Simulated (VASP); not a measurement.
# YTiGeAs3 (Cmmm) in VASP: notebook, part 2 of 2

VASP 6.6.1.

## 3. Relaxation of cell and atoms, PBE

This run uses another cell than the first one, of 24.67 Å³/atom.

The input, INCAR:

```
PREC = Accurate
ENCUT = 600
EDIFF = 1E-6
ISMEAR = 0
SIGMA = 0.2
LREAL = F
LASPH = T
NELM = 60
ALGO = Normal
ISIF = 3
LWAVE = F
LCHARG = F
GGA = PE
IBRION = 2
NSW = 36
EDIFFG = -0.08
```

The input, KPOINTS:

```
regular mesh
0
Gamma
  3 3 3
```

The input, POSCAR:

```
YTiGeAs3
1.0
    3.2675705600     -4.3990370500      0.0000000000
    3.2675705600      4.3990370500      0.0000000000
    0.0000000000      0.0000000000      5.1478825900
Y Ti Ge As
1 1 1 3
Direct
    0.0000000000      0.0000000000      0.0000000000
    0.5000000000      0.5000000000      0.5000000000
    0.0000000000      0.0000000000      0.5000000000
    0.5000000000      0.5000000000      0.0000000000
    0.2406505500      0.7593494500      0.5000000000
    0.7593494500      0.2406505500      0.5000000000
```

Potentials or basis: VASP PAW PBE potentials, release 64 (Y_sv, Ti_sv, Ge_d, As).

Started as:

```
cat potpaw_PBE.64/Y_sv/POTCAR potpaw_PBE.64/Ti_sv/POTCAR potpaw_PBE.64/Ge_d/POTCAR potpaw_PBE.64/As/POTCAR > POTCAR
mpirun -np 1 vasp_std > vasp.out
```

OUTCAR:

```text
PREC = Accurate
   ENCUT = 600
   EDIFF = 1E-6
   ISMEAR = 0
   LREAL = F
   LASPH = T
   NELM = 60
   ISIF = 3
   GGA = PE
   IBRION = 2
   NSW = 36
   EDIFFG = -0.08

 ion  position               nearest neighbor table
   1  0.000  0.000  0.000-   3 2.57   3 2.57   4 3.27   4 3.27   5 3.33   5 3.33   6 3.33   6 3.33

   2  0.500  0.500  0.500-   5 2.28   6 2.28   4 2.57   4 2.57
   3  0.000  0.000  0.500-   5 2.12   6 2.12   1 2.57   1 2.57
   4  0.500  0.500  0.000-   2 2.57   2 2.57   1 3.27   1 3.27
   5  0.241  0.759  0.500-   3 2.12   2 2.28   1 3.33   1 3.33
   6  0.759  0.241  0.500-   3 2.12   2 2.28   1 3.33   1 3.33

  LATTYP: Found a base centered orthorhombic cell.
 ALAT       =     6.5351411200
 B/A-ratio  =     1.3462714788
 C/A-ratio  =     0.7877232481

  Lattice vectors:

 A1 = (   3.2675705600,  -4.3990370500,   0.0000000000)
 A2 = (   3.2675705600,   4.3990370500,   0.0000000000)
 A3 = (   0.0000000000,   0.0000000000,   5.1478825900)

Analysis of symmetry for initial positions (statically):
=====================================================================
 Subroutine PRICEL returns:
 Original cell was already a primitive cell.

 Routine SETGRP: Setting up the symmetry group for a
 base centered orthorhombic supercell.

 Subroutine GETGRP returns: Found  8 space group operations
 (whereof  8 operations were pure point group operations)
 out of a pool of  8 trial point group operations.

The static configuration has the point symmetry D_2h.

Analysis of symmetry for dynamics (positions and initial velocities):
=====================================================================
 Subroutine PRICEL returns:
 Original cell was already a primitive cell.

 Routine SETGRP: Setting up the symmetry group for a
 base centered orthorhombic supercell.

 Subroutine GETGRP returns: Found  8 space group operations
 (whereof  8 operations were pure point group operations)
 out of a pool of  8 trial point group operations.

The dynamic configuration has the point symmetry D_2h.

 Subroutine INISYM returns: Found  8 space group operations
 (whereof  8 operations are pure point group operations),
 and found     1 'primitive' translations

----------------------------------------------------------------------------------------

                                     Primitive cell

  volume of cell :     147.9930

  direct lattice vectors                    reciprocal lattice vectors
     3.267570560 -4.399037050  0.000000000     0.153018884 -0.113661239  0.000000000
     3.267570560  4.399037050  0.000000000     0.153018884  0.113661239  0.000000000
     0.000000000  0.000000000  5.147882590     0.000000000  0.000000000  0.194254625

  length of vectors
     5.479830685  5.479830685  5.147882590     0.190613892  0.190613892  0.194254625

  position of ions in fractional coordinates (direct lattice)
     0.000000000  0.000000000  0.000000000
     0.500000000  0.500000000  0.500000000
     0.000000000  0.000000000  0.500000000
     0.500000000  0.500000000  0.000000000
     0.240650550  0.759349450  0.500000000
     0.759349450  0.240650550  0.500000000

  ion indices of the primitive-cell ions
   primitive index   ion index
                 1           1
                 2           2
                 3           3
                 4           4
                 5           5
                 6           6

----------------------------------------------------------------------------------------

 KPOINTS: regular mesh

Automatic generation of k-mesh.
 Grid dimensions read from file:
 generate k-points for:    3    3    3

 Generating k-lattice:

  Cartesian coordinates                     Fractional coordinates (reciprocal lattice)
     0.051006295 -0.037887080  0.000000000     0.333333333 -0.000000000  0.000000000
     0.051006295  0.037887080  0.000000000    -0.000000000  0.333333333  0.000000000
     0.000000000  0.000000000  0.064751542     0.000000000  0.000000000  0.333333333

  Length of vectors
     0.063537964  0.063537964  0.064751542

  Shift w.r.t. Gamma in fractional coordinates (k-lattice)
     0.000000000  0.000000000  0.000000000

 Subroutine IBZKPT returns following result:
 ===========================================

 Found      8 irreducible k-points:

 Following reciprocal coordinates:
            Coordinates               Weight
  0.000000  0.000000  0.000000      1.000000
  0.333333 -0.000000  0.000000      4.000000
  0.333333  0.333333  0.000000      2.000000
 -0.333333  0.333333  0.000000      2.000000
  0.000000  0.000000  0.333333      2.000000
  0.333333 -0.000000  0.333333      8.000000
  0.333333  0.333333  0.333333      4.000000
 -0.333333  0.333333  0.333333      4.000000
   k-points           NKPTS =      8   k-points in BZ     NKDIM =      8   number of bands    NBANDS=     31
   number of dos      NEDOS =    301   number of ions     NIONS =      6
   total plane-waves  NPLWV =  96768
   dimension x,y,z NGX =    48 NGY =   48 NGZ =   42
   dimension x,y,z NGXF=    96 NGYF=   96 NGZF=   84
   ions per type =               1   1   1   3
   NGX,Y,Z   is equivalent  to a cutoff of  14.56, 14.56, 13.56 a.u.
   NGXF,Y,Z  is equivalent  to a cutoff of  29.12, 29.12, 27.13 a.u.
 SYSTEM =  unknown system
   PREC   = accura    normal or accurate (medium, high low for compatibility)
   ISTART =      0    job   : 0-new  1-cont  2-samecut
   ICHARG =      2    charge: 1-file 2-atom 10-const
   ISPIN  =      1    spin polarized calculation?
   LNONCOLLINEAR =      F non collinear calculations
   LSORBIT =      F    spin-orbit coupling
   LASPH  =      T    aspherical Exc in radial PAW
   ENCUT  =  600.0 eV  44.10 Ry    6.64 a.u.  10.94 10.94 10.28*2*pi/ulx,y,z
   NELM   =     60;   NELMIN=  2; NELMDL= -5     # of ELM steps
   EDIFF  = 0.1E-05   stopping-criterion for ELM
   LREAL  =      F    real-space projection
   EDIFFG = -.8E-01   stopping-criterion for IOM
   NSW    =     36    number of steps for IOM
   IBRION =      2    ionic relax: 0-MD 1-quasi-New 2-CG
   NFREE  =      1    steps in history (QN), initial steepest desc. (CG)
   ISIF   =      3    stress and relaxation
   ISYM   =      2    0-nonsym 1-usesym 2-fastsym
   POTIM  = 0.5000    time-step for ionic-motion
   TEBEG  =    0.0;   TEEND  =   0.0 temperature during run
   PSTRESS=    0.0 pullay stress
   NELECT =      52.0000    total number of electrons
   NUPDOWN=      -1.0000    fix difference up-down
   EMIN   =  10.00;   EMAX   =-10.00  energy-range for DOS
   EFERMI =   0.00;   METHOD = LEGACY
   ISMEAR =     0;   SIGMA  =   0.20  broadening in eV -4-tet -1-fermi 0-gaus
   EFERMI_NEDOS =   21; number of points for ismear=-14 and -15
   IALGO  =     38    algorithm
   IMIX   =      4    mixing-type and parameters
     AMIX     =   0.40;   BMIX     =  1.00
     AMIX_MAG =   1.60;   BMIX_MAG =  1.00
  volume/ion in A,a.u.               =      24.67       166.45
  Fermi-wavevector in a.u.,A,eV,Ry     =   1.155213  2.183037 18.157219  1.334518
  Thomas-Fermi vector in A             =   2.291844
   LORBIT       =      0    0 simple, 1 ext, 2 COOP (PROOUT), +10 PAW based schemes
   GGA     = PE    functional components
   LHFCALC =     F    Hartree Fock is set to
   AEXX    =    0.0000 exact exchange contribution
   IVDW    =     0    specifies the selected vdW correction
   LEPSILON=     F    determine dielectric tensor
   LRPA    =     F    only Hartree local field effects (RPA)
 conjugate gradient relaxation of ions
 non-spin polarized calculation
 Gauss-broadening in eV      SIGMA  =   0.20
  energy-cutoff  :      600.00
  volume of cell :      147.99
 maximum number of plane-waves:      4967
 NGX is ok and might be reduce to    48
   NGX = 21   NGY = 21   NGZ = 21

--------------------------------------- Ionic step        1  -------------------------------------------

 number of electron      52.0000012 magnetization

 Free energy of the ion-electron system (eV)
  ---------------------------------------------------
  ext. energy  EPLUGINS =         0.00000000
  ---------------------------------------------------
  free energy    TOTEN  =       -30.27122773 eV

  energy without entropy =      -30.16094571  energy(sigma->0) =      -30.21608672

 E-fermi :   4.4213     XC(G=0):  -9.5183

 val. band max:        4.3858524660   @ k =   0.3333   0.3333   0.3333
 cond. band min:       4.5438014824   @ k =   0.3333   0.3333   0.0000
 fundamental gap:      0.1579490164
 Fermi energy:         4.4213232299

 k-point     1 :       0.0000    0.0000    0.0000
  band No.  band energies     occupation
      1     -52.7942      2.00000
      2     -39.0430      2.00000
      3     -29.1840      2.00000
      4     -29.1063      2.00000
      5     -29.0595      2.00000
      6     -20.7867      2.00000
[... 458 lines left out ...]
  energy  without entropy=      -33.7193920642  energy(sigma->0) =      -33.75624960

--------------------------------------- Ionic step        6  -------------------------------------------

 number of electron      52.0000003 magnetization

 Free energy of the ion-electron system (eV)
  ---------------------------------------------------
  ext. energy  EPLUGINS =         0.00000000
  ---------------------------------------------------
  free energy    TOTEN  =       -33.82485469 eV

  energy without entropy =      -33.74686292  energy(sigma->0) =      -33.78585881

 E-fermi :   3.6300     XC(G=0):  -9.3625

 val. band max:        3.5598159041   @ k =   0.0000   0.0000   0.0000
 cond. band min:       3.6419684076   @ k =  -0.3333   0.3333   0.0000
 fundamental gap:      0.0821525035
 Fermi energy:         3.6299700208

 k-point     1 :       0.0000    0.0000    0.0000
  band No.  band energies     occupation
      1     -53.6323      2.00000
      2     -38.9972      2.00000
      3     -29.9791      2.00000
      4     -29.8660      2.00000
      5     -29.7891      2.00000
      6     -20.2682      2.00000
[... 294 lines left out ...]
  FREE ENERGIE OF THE ION-ELECTRON SYSTEM (eV)
  ---------------------------------------------------
  free  energy   TOTEN  =       -33.8248546949 eV

  energy  without entropy=      -33.7468629241  energy(sigma->0) =      -33.78585881

 reached required accuracy - stopping structural energy minimisation
```

OSZICAR:

```text
N       E                     dE             d eps       ncg     rms          rms(c)
DAV:   1     0.519856809000E+03    0.51986E+03   -0.27060E+04   600   0.258E+03
DAV:   2     0.483503223181E+02   -0.47151E+03   -0.46186E+03   503   0.734E+02
DAV:   3    -0.274307730010E+02   -0.75781E+02   -0.74735E+02   777   0.178E+02
[... 85 lines left out ...]
DAV:   6    -0.338246859265E+02   -0.46930E-03   -0.35307E-03   792   0.358E-01    0.137E-01
DAV:   7    -0.338248195793E+02   -0.13365E-03   -0.13318E-03   784   0.187E-01    0.849E-02
DAV:   8    -0.338248501074E+02   -0.30528E-04   -0.16431E-04   707   0.703E-02    0.424E-02
DAV:   9    -0.338248547819E+02   -0.46745E-05   -0.72447E-05   712   0.565E-02    0.634E-03
DAV:  10    -0.338248546949E+02    0.86950E-07   -0.25788E-06   537   0.122E-02
   6 F= -.33824855E+02 E0= -.33785859E+02  d E =-.317476E-01
```

CONTCAR:

```text
YTiGeAs3
   1.00000000000000
     2.7261860371022295   -5.2380578989688580    0.0000000000000000
     2.7261860371022295    5.2380578989688580    0.0000000000000000
     0.0000000000000000    0.0000000000000000    5.3632368659975977
  Y               Ti              Ge              As
     1     1     1     3
Direct
     0.0000000000000000    1.0000000000000000    0.0000000000000000
     0.5000000000000000    0.5000000000000000    0.5000000000000000
     1.0000000000000000    0.0000000000000000    0.5000000000000000
     0.5000000000000000    0.5000000000000000    0.0000000000000000
     0.2510735411296910    0.7489264588703090    0.5000000000000000
     0.7489264588703090    0.2510735411296910    0.5000000000000000

  0.00000000E+00  0.00000000E+00  0.00000000E+00
  0.00000000E+00  0.00000000E+00  0.00000000E+00
  0.00000000E+00  0.00000000E+00  0.00000000E+00
  0.00000000E+00  0.00000000E+00  0.00000000E+00
  0.00000000E+00  0.00000000E+00  0.00000000E+00
  0.00000000E+00  0.00000000E+00  0.00000000E+00
```

Wall time 9.6 min (1 thread of Oxide Virtual Turin-like, shared host); peak memory 0.32 GiB.

Results:

```yaml
Free_energy: -33.8249 eV
Relaxed_volume: 25.53 Å³/atom
Relaxed_cell: a = 5.905 Å, b = 5.905 Å, c = 5.363 Å, α = 90.00°, β = 90.00°, γ = 125.01°
Space_group_after_relaxing_to_0.1_Å: Cmmm (No. 65)
Energy_gained_by_relaxing: 592.3 meV/atom
Ionic_steps: 6
Pressure_after_relaxing: 0.0 GPa
Largest_force_after_relaxing: 0.003 eV/Å
Band_gap_on_the_k_mesh: zero (bands 26 and 27 overlap by 0.15 eV)
```

Forces on the atoms (eV/Å):
```
Y    0.000  0.000  0.000
Ti   0.000  0.000  0.000
Ge   0.000  0.000  0.000
As   0.000  0.000  0.000
As   0.000 -0.003  0.000
As   0.000  0.003  0.000
```

Stress tensor (GPa, compression positive):
```
 0.19  0.00  0.00
 0.00 -0.19  0.00
 0.00  0.00  0.10
```

Step by step:
| step | energy change (eV) | largest force (eV/Å) | pressure (GPa) | volume (Å³) |
| --- | --- | --- | --- | --- |
| 1 | 0.0000 | 1.5582 | 9.54 | 147.99 |
| 2 | -2.5609 | 0.1885 | -6.95 | 178.65 |
| 3 | -2.5540 | 0.2307 | -6.00 | 175.08 |
| 4 | -3.5190 | 0.0886 | -0.53 | 155.38 |
| 5 | -3.5219 | 0.0900 | -1.00 | 156.26 |
| 6 | -3.5536 | 0.0034 | 0.03 | 153.17 |

Final structure:
```cif
data_structure
_symmetry_space_group_name_H-M 'P 1'
_symmetry_Int_Tables_number 1
_cell_length_a 5.9050
_cell_length_b 5.9050
_cell_length_c 5.3632
_cell_angle_alpha 90.000
_cell_angle_beta 90.000
_cell_angle_gamma 125.010
_cell_volume 153.17
loop_
_atom_site_label
_atom_site_type_symbol
_atom_site_fract_x
_atom_site_fract_y
_atom_site_fract_z
_atom_site_occupancy
Y1 Y 0.00000 0.00000 0.00000 1
Ti1 Ti 0.50000 0.50000 0.50000 1
Ge1 Ge 0.00000 0.00000 0.50000 1
As1 As 0.50000 0.50000 0.00000 1
As2 As 0.25107 0.74893 0.50000 1
As3 As 0.74893 0.25107 0.50000 1
```

Caveat: the k points lie up to 0.43 Å⁻¹ apart in the final cell.

The gap in the log of VASP goes by the Fermi energy; the results here count the filled bands.